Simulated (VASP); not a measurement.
# AlN (P6_3mc) in VASP: notebook

AlN is run at these levels: PBEsol; tasks: elastic constants.

Program: VASP 6.6.1. These are calculated values, not measurements. Logs are shortened: lines on timing, memory, paths and dates and some standing lists are left out, and cuts for length are marked.

### Step 1. The cell of the first run

Symmetry: P6_3mc, No. 186, hexagonal system. The conventional cell has a = 3.082 Å, b = 3.082 Å, c = 4.921 Å, α = 90.00°, β = 90.00°, γ = 120.00°. Within 2.5 Å of Al (site symmetry 3m) lie 4 N at 1.87 to 1.88 Å. N (site symmetry 3m) has 4 Al at 1.87 to 1.88 Å within 2.5 Å.

### Step 2. Elastic constants, PBEsol

INCAR reads:

```
SYSTEM = AlN
PREC     = Accurate       ! precision mode
ENCUT    = 600            ! plane-wave cutoff, eV
EDIFF    = 1E-8           ! SCF threshold, eV
ISMEAR   = 0              ! smearing method
SIGMA    = 0.01           ! smearing width, eV
LREAL    = .False.        ! projectors in reciprocal space
LASPH    = .True.         ! aspherical terms in the spheres
NELM     = 80             ! most SCF steps
ALGO     = Normal         ! electronic algorithm
ISIF     = 3              ! what is computed and relaxed
LWAVE    = .False.        ! write WAVECAR
LCHARG   = .True.         ! write CHGCAR
GGA      = PS             ! functional
IBRION   = 6              ! ionic algorithm
NFREE    = 2            
POTIM    = 0.015          ! step
NSW      = 1              ! ionic steps
```

KPOINTS reads:

```
regular mesh
0
Gamma
  8 8 6
  0 0 0
```

POSCAR reads:

```
AlN
1.0
    3.0824771266      0.0000000000      0.0000000000
   -1.5412385633      2.6695034982      0.0000000000
    0.0000000000      0.0000000000      4.9210768564
Al N
2 2
Direct
    0.3333333333      0.6666666667     -0.0013567581
    0.6666666667      0.3333333333      0.4986432419
    0.3333333333      0.6666666667      0.3813567581
    0.6666666667      0.3333333333      0.8813567581
```

Potentials or basis: VASP PAW PBE potentials, release 64 (Al, N).

The run is started by

```bash
cat potpaw_PBE.64/Al/POTCAR potpaw_PBE.64/N/POTCAR > POTCAR
mpirun -np 1 vasp_std > vasp.out
```

OUTCAR:

```text
SYSTEM = AlN
   PREC = Accurate
   ENCUT = 600
   EDIFF = 1E-8
   ISMEAR = 0
   LREAL = .False.
   LASPH = .True.
   NELM = 80
   ISIF = 3
   GGA = PS
   IBRION = 6
   NFREE = 2
   POTIM = 0.015
   NSW = 1

 ion  position               nearest neighbor table
   1  0.333  0.667  0.999-   4 1.87   4 1.87   4 1.87   3 1.88   2 3.04   2 3.04   2 3.04   2 3.04
                             2 3.04   2 3.04
   2  0.667  0.333  0.499-   3 1.87   3 1.87   3 1.87   4 1.88   1 3.04   1 3.04   1 3.04   1 3.04
                             1 3.04   1 3.04
   3  0.333  0.667  0.381-   2 1.87   2 1.87   2 1.87   1 1.88
   4  0.667  0.333  0.881-   1 1.87   1 1.87   1 1.87   2 1.88

  LATTYP: Found a hexagonal cell.
 ALAT       =     3.0824771266
 C/A-ratio  =     1.5964682475

  Lattice vectors:

 A1 = (   3.0824771266,   0.0000000000,   0.0000000000)
 A2 = (  -1.5412385633,   2.6695034982,   0.0000000000)
 A3 = (   0.0000000000,   0.0000000000,   4.9210768564)

Analysis of symmetry for initial positions (statically):
=====================================================================
 Subroutine PRICEL returns:
 Original cell was already a primitive cell.

 Routine SETGRP: Setting up the symmetry group for a
 hexagonal supercell.

 Subroutine GETGRP returns: Found 12 space group operations
 (whereof  6 operations were pure point group operations)
 out of a pool of 24 trial point group operations.

The static configuration has the point symmetry C_3v.
 The point group associated with its full space group is C_6v.

Analysis of symmetry for dynamics (positions and initial velocities):
=====================================================================
 Subroutine PRICEL returns:
 Original cell was already a primitive cell.

 Routine SETGRP: Setting up the symmetry group for a
 hexagonal supercell.

 Subroutine GETGRP returns: Found 12 space group operations
[... 717 lines left out ...]
      4       1.5998      2.00000
      5       3.8726      2.00000
      6       4.6477      2.00000
      7       5.3381      2.00000
      8       5.3801      2.00000
      9      11.6485      0.00000
     10      12.5671      0.00000
     11      15.5505      0.00000
     12      16.4486      0.00000

 [... further k-points ...]
[... 5 lines left out ...]
  --------------------------------------------------------------------------------------
  -------------------------------------------------------------------------------------
  Total        1.6451308      1.6451308      1.9745279      0.0000000      0.0000000      0.0000000
  in kB       65.0909361     65.0909361     78.1237997      0.0000000      0.0000000      0.0000000
  external PRESSURE =      69.4352240 kB  Pullay stress =       0.0000000 kB
[... 19 lines left out ...]
  FREE ENERGIE OF THE ION-ELECTRON SYSTEM (eV)
  ---------------------------------------------------
  free  energy   TOTEN  =       -31.2837115917 eV

  energy  without entropy=      -31.2837115917  energy(sigma->0) =      -31.28371159

 INTERNAL STRAIN TENSORS FROM STRAINED CELLS
 ============================================

 INTERNAL STRAIN TENSOR FOR ION    1 for displacements in x,y,z  (eV/Angst):
          X           Y           Z          XY          YZ          ZX
  --------------------------------------------------------------------------------
  x     0.00000     0.00000     0.00000   -10.74426    -0.00000    -6.33013
  y   -10.77300    10.81046    -0.00000    -0.00000    -6.32379    -0.00004
  z    -6.63885    -6.64186    14.76615    -0.00038     0.00183    -0.00029

 INTERNAL STRAIN TENSORS FROM DISPLACED ATOMS
 ============================================

 INTERNAL STRAIN TENSOR FOR ION    1 for displacements in x,y,z  (eV/Angst):
          X           Y           Z          XY          YZ          ZX
  --------------------------------------------------------------------------------
  x     0.00000     0.00000     0.00000   -10.76027     0.00000    -6.32882
  y   -10.76027    10.76027     0.00000    -0.00000    -6.32882    -0.00000
  z    -6.61845    -6.61845    14.71738     0.00000     0.00000     0.00000

 INTERNAL STRAIN TENSOR FOR ION    4 for displacements in x,y,z  (eV/Angst):
          X           Y           Z          XY          YZ          ZX
  --------------------------------------------------------------------------------
  x     0.00000     0.00000     0.00000    12.36291     0.00000     6.32872
  y    12.36291   -12.36291    -0.00000     0.00000     6.32872     0.00000
  z     6.62182     6.62182   -14.70736     0.00000    -0.00000     0.00000

 Eigenvectors and eigenvalues of the dynamical matrix
 ----------------------------------------------------

   1 f  =   22.249879 THz   139.800110 2PiTHz  742.176060 cm-1    92.018062 meV
             X         Y         Z           dx          dy          dz
     -0.000000  1.779669  4.914400     0.000000    0.000000    0.049172
      1.541239  0.889834  2.453862     0.000000    0.000000   -0.049172
     -0.000000  1.779669  1.876686    -0.000000   -0.000000   -0.705395
      1.541239  0.889834  4.337224    -0.000000   -0.000000    0.705395
[... 71 lines left out ...]
  12 f/i=    0.000090 THz     0.000565 2PiTHz    0.002997 cm-1     0.000372 meV
             X         Y         Z           dx          dy          dz
     -0.000000  1.779669  4.914400     0.566838   -0.088754    0.000000
      1.541239  0.889834  2.453862     0.566838   -0.088754    0.000000
     -0.000000  1.779669  1.876686     0.408325   -0.063934    0.000000
      1.541239  0.889834  4.337224     0.408325   -0.063934    0.000000

--------------------------------------------------------------------------------------------------------

 ELASTIC MODULI CONTR FROM IONIC RELAXATION (kBar)
 Direction    XX          YY          ZZ          XY          YZ          ZX
 --------------------------------------------------------------------------------
 XX        -938.9276    433.9498    561.1231     -0.0000     -0.0000     -0.0000
 YY         433.9498   -938.9276    561.1231      0.0000      0.0000      0.0000
 ZZ         561.1231    561.1231  -1247.0217      0.0000      0.0000     -0.0000
 XY          -0.0000      0.0000      0.0000   -686.4387      0.0000      0.0000
 YZ          -0.0000      0.0000      0.0000      0.0000   -191.4913      0.0000
 ZX          -0.0000      0.0000     -0.0000      0.0000      0.0000   -191.4913
 --------------------------------------------------------------------------------

 TOTAL ELASTIC MODULI (kBar)
 Direction    XX          YY          ZZ          XY          YZ          ZX
 --------------------------------------------------------------------------------
 XX        4016.4755   1597.2803   1276.4726     -0.0000     -0.0000     -0.0000
 YY        1597.2803   4016.4755   1276.4726      0.0000      0.0000      0.0000
 ZZ        1276.4726   1276.4726   3668.8626      0.0000      0.0000     -0.0000
 XY          -0.0000      0.0000      0.0000   1209.5976      0.0000      0.0000
 YZ          -0.0000      0.0000      0.0000      0.0000   1130.1106      0.0000
 ZX          -0.0000      0.0000     -0.0000      0.0000      0.0000   1130.1106
 --------------------------------------------------------------------------------
```

OSZICAR:

```text
N       E                     dE             d eps       ncg     rms          rms(c)
DAV:   1     0.559722290350E+02    0.55972E+02   -0.82913E+03   960   0.134E+03
DAV:   2    -0.313663729172E+02   -0.87339E+02   -0.79061E+02  1328   0.248E+02
DAV:   3    -0.358259811210E+02   -0.44596E+01   -0.44395E+01  1260   0.618E+01
DAV:   4    -0.358642086514E+02   -0.38228E-01   -0.38214E-01  1108   0.630E+00
[... 245 lines left out ...]
DAV:   4    -0.312837157066E+02   -0.22895E-04   -0.53405E-04  1400   0.208E-01    0.257E-02
DAV:   5    -0.312837121536E+02    0.35531E-05   -0.78711E-06  1508   0.302E-02    0.131E-02
DAV:   6    -0.312837116276E+02    0.52595E-06   -0.19730E-06  1460   0.141E-02    0.305E-03
DAV:   7    -0.312837115930E+02    0.34605E-07   -0.20866E-07  1488   0.624E-03    0.131E-03
DAV:   8    -0.312837115917E+02    0.12791E-08   -0.41519E-08  1312   0.215E-03
  21 F= -.31283712E+02 E0= -.31283712E+02  d E =-.661608E-50
```

It took 16 min on 1 thread of Oxide Virtual Turin-like, shared host; peak memory 0.31 GiB.

What came out:

```yaml
Voigt_bulk_modulus: 222 GPa
Highest_phonon_frequency_at_Γ_LO-TO_splitting_left_out: 742 cm⁻¹
```

Phonon frequencies in cm⁻¹ (negative: imaginary):
| q point | frequencies |
| --- | --- |
| (0.000, 0.000, 0.000) | 0 0 0 235 235 559 637 691 691 699 699 742 |

Elastic tensor in Voigt notation (GPa, in the Cartesian axes of the cell as first typed):
```
402 160 128   0   0   0
160 402 128   0   0   0
128 128 367   0   0   0
  0   0   0 113   0   0
  0   0   0   0 113   0
  0   0   0   0   0 121
```

Clamped-ion elastic tensor (GPa):
```
496 116  72   0   0   0
116 496  72   0   0   0
 72  72 492   0   0   0
  0   0   0 132   0   0
  0   0   0   0 132   0
  0   0   0   0   0 190
```

Caveat: the cell is under stress, which shifts elastic constants; the PAW data sets were made with another functional, which shifts forces and pressure a little.

### Step 3. Elastic constants, PBEsol

This run uses another cell than the first one, of 10.26 Å³/atom.

INCAR reads:

```
SYSTEM = AlN
PREC = Accurate ; ENCUT = 600
EDIFF = 1E-8 ; ISMEAR = 0
SIGMA = 0.01 ; LREAL = .FALSE.
LASPH = .TRUE. ; NELM = 60
ALGO = Normal ; ISIF = 3
LWAVE = .FALSE. ; LCHARG = .FALSE.
GGA = PS ; IBRION = 6
NFREE = 2 ; POTIM = 0.015
NSW = 1
```

KPOINTS reads:

```
Automatic mesh
0
G
  8 8 6
  0 0 0
```

POSCAR reads:

```
AlN
1.0
    3.0953292411      0.0000000000      0.0000000000
   -1.5476646206      2.6806337559      0.0000000000
    0.0000000000      0.0000000000      4.9470333907
Al N
2 2
Direct
    0.3333333333      0.6666666667     -0.0011955678
    0.6666666667      0.3333333333      0.4988044322
    0.3333333333      0.6666666667      0.3811955678
    0.6666666667      0.3333333333      0.8811955678
```

Potentials or basis: VASP PAW PBE potentials, release 64 (Al, N).

The run is started by

```bash
cat potpaw_PBE.64/Al/POTCAR potpaw_PBE.64/N/POTCAR > POTCAR
mpirun -np 1 vasp_std > vasp.out
```

OUTCAR:

```text
SYSTEM = AlN
   PREC = Accurate
   ENCUT = 600
   EDIFF = 1E-8
   ISMEAR = 0
   LREAL = .FALSE.
   LASPH = .TRUE.
   NELM = 60
   ISIF = 3
   GGA = PS
   IBRION = 6
   NFREE = 2
   POTIM = 0.015
   NSW = 1

 ion  position               nearest neighbor table
   1  0.333  0.667  0.999-   4 1.88   4 1.88   4 1.88   3 1.89   2 3.05   2 3.05   2 3.05   2 3.05
                             2 3.05   2 3.05
[... 909 lines left out ...]
  12 f/i=    0.000401 THz     0.002519 2PiTHz    0.013373 cm-1     0.001658 meV
             X         Y         Z           dx          dy          dz
     -0.000000  1.787089  4.941119     0.000000    0.000000    0.573734
      1.547665  0.893545  2.467602     0.000000    0.000000    0.573734
     -0.000000  1.787089  1.885787     0.000000    0.000000    0.413315
      1.547665  0.893545  4.359304     0.000000    0.000000    0.413315

--------------------------------------------------------------------------------------------------------

 ELASTIC MODULI CONTR FROM IONIC RELAXATION (kBar)
 Direction    XX          YY          ZZ          XY          YZ          ZX
 --------------------------------------------------------------------------------
 XX        -850.2588    398.6230    501.5644      0.0000     -0.0000     -0.0000
 YY         398.6230   -850.2588    501.5644      0.0000      0.0000      0.0000
 ZZ         501.5644    501.5644  -1114.0250     -0.0000     -0.0000     -0.0000
 XY           0.0000      0.0000     -0.0000   -624.4409     -0.0000      0.0000
 YZ          -0.0000      0.0000     -0.0000     -0.0000   -172.8328      0.0000
 ZX          -0.0000      0.0000     -0.0000      0.0000      0.0000   -172.8328
 --------------------------------------------------------------------------------

 TOTAL ELASTIC MODULI (kBar)
 Direction    XX          YY          ZZ          XY          YZ          ZX
 --------------------------------------------------------------------------------
 XX        3927.9519   1502.4301   1187.9913     -0.0000     -0.0000     -0.0000
 YY        1502.4301   3927.9519   1187.9913     -0.0000      0.0000      0.0000
 ZZ        1187.9913   1187.9913   3622.7187     -0.0000     -0.0000     -0.0000
 XY          -0.0000     -0.0000     -0.0000   1212.7609     -0.0000      0.0000
 YZ          -0.0000      0.0000     -0.0000     -0.0000   1122.9271     -0.0000
 ZX          -0.0000      0.0000     -0.0000      0.0000     -0.0000   1122.9271
 --------------------------------------------------------------------------------
```

OSZICAR:

```text
N       E                     dE             d eps       ncg     rms          rms(c)
DAV:   1     0.589950984588E+02    0.58995E+02   -0.83090E+03   960   0.134E+03
DAV:   2    -0.312728731178E+02   -0.90268E+02   -0.82724E+02  1440   0.252E+02
DAV:   3    -0.357883408752E+02   -0.45155E+01   -0.44942E+01  1256   0.599E+01
DAV:   4    -0.358277158408E+02   -0.39375E-01   -0.39362E-01  1112   0.638E+00
[... 244 lines left out ...]
DAV:   4    -0.313031431832E+02   -0.22035E-04   -0.52252E-04  1404   0.205E-01    0.254E-02
DAV:   5    -0.313031396437E+02    0.35394E-05   -0.79244E-06  1512   0.303E-02    0.128E-02
DAV:   6    -0.313031391407E+02    0.50298E-06   -0.19829E-06  1456   0.141E-02    0.297E-03
DAV:   7    -0.313031391050E+02    0.35759E-07   -0.20809E-07  1512   0.621E-03    0.130E-03
DAV:   8    -0.313031391037E+02    0.12757E-08   -0.41265E-08  1316   0.216E-03
  21 F= -.31303139E+02 E0= -.31303139E+02  d E =-.112822E-45
```

Wall time 14 min (1 thread of Oxide Virtual Turin-like, shared host); peak memory 0.31 GiB.

What came out:

```yaml
Voigt_bulk_modulus: 214 GPa
Highest_phonon_frequency_at_Γ_LO-TO_splitting_left_out: 731 cm⁻¹
```

Phonon frequencies in cm⁻¹ (negative: imaginary):
```
              q point                                frequencies
(0.000, 0.000, 0.000)  0 0 0 235 235 552 625 676 676 685 685 731
```

Elastic tensor in Voigt notation (GPa, in the Cartesian axes of the cell as first typed):
```
393 150 119   0   0   0
150 393 119   0   0   0
119 119 362   0   0   0
  0   0   0 112   0   0
  0   0   0   0 112   0
  0   0   0   0   0 121
```

Clamped-ion elastic tensor (GPa):
```
478 110  69   0   0   0
110 478  69   0   0   0
 69  69 474   0   0   0
  0   0   0 130   0   0
  0   0   0   0 130   0
  0   0   0   0   0 184
```

Caveat: the cell is under stress, which shifts elastic constants; the PAW data sets were made with another functional, which shifts forces and pressure a little.

### Step 4. Elastic constants, PBEsol

This run uses another cell than the first one, of 10.36 Å³/atom.

INCAR reads:

```
ALGO     = Normal         # electronic algorithm
EDIFF    = 1E-8           # SCF threshold, eV
ENCUT    = 600            # plane-wave cutoff, eV
GGA      = PS             # functional
IBRION   = 6              # ionic algorithm
ISIF     = 3              # what is computed and relaxed
ISMEAR   = 0              # smearing method
LASPH    = T              # aspherical terms in the spheres
LCHARG   = F              # write CHGCAR
LREAL    = F              # projectors in reciprocal space
LWAVE    = F              # write WAVECAR
NBANDS   = 16             # bands
NELM     = 80             # most SCF steps
NFREE    = 2            
NSW      = 1              # ionic steps
POTIM    = 0.015          # step
PREC     = Accurate       # precision mode
SIGMA    = 0.01           # smearing width, eV
```

KPOINTS reads:

```
k-points
0
Gamma
  8 8 6
```

POSCAR reads:

```
AlN
1.0
    3.1045396846      0.0000000000      0.0000000000
   -1.5522698423      2.6886102339      0.0000000000
    0.0000000000      0.0000000000      4.9654785005
Al N
2 2
Direct
    0.3333333333      0.6666666667     -0.0010774080
    0.6666666667      0.3333333333      0.4989225920
    0.3333333333      0.6666666667      0.3810774080
    0.6666666667      0.3333333333      0.8810774080
```

The run is started by

```bash
cat potpaw_PBE.64/Al/POTCAR potpaw_PBE.64/N/POTCAR > POTCAR
mpirun -np 1 vasp_std > vasp.out
```

Run time: 15 min. Hardware: 1 thread of Oxide Virtual Turin-like, shared host; peak memory 0.34 GiB.

Results (log left out):

- Voigt bulk modulus: 208 GPa
- Highest phonon frequency at Γ, LO-TO splitting left out: 723 cm⁻¹

Phonon frequencies in cm⁻¹ (negative: imaginary):
| q point | frequencies |
| --- | --- |
| (0.000, 0.000, 0.000) | 0 0 0 235 235 547 617 665 665 675 675 723 |

Elastic tensor in Voigt notation (GPa, in the Cartesian axes of the cell as first typed):
```
387 144 113   0   0   0
144 387 113   0   0   0
113 113 359   0   0   0
  0   0   0 112   0   0
  0   0   0   0 112   0
  0   0   0   0   0 121
```

Clamped-ion elastic tensor (GPa):
```
466 106  67   0   0   0
106 466  67   0   0   0
 67  67 461   0   0   0
  0   0   0 128   0   0
  0   0   0   0 128   0
  0   0   0   0   0 180
```

Caveat: the cell is under stress, which shifts elastic constants; the PAW data sets were made with another functional, which shifts forces and pressure a little.
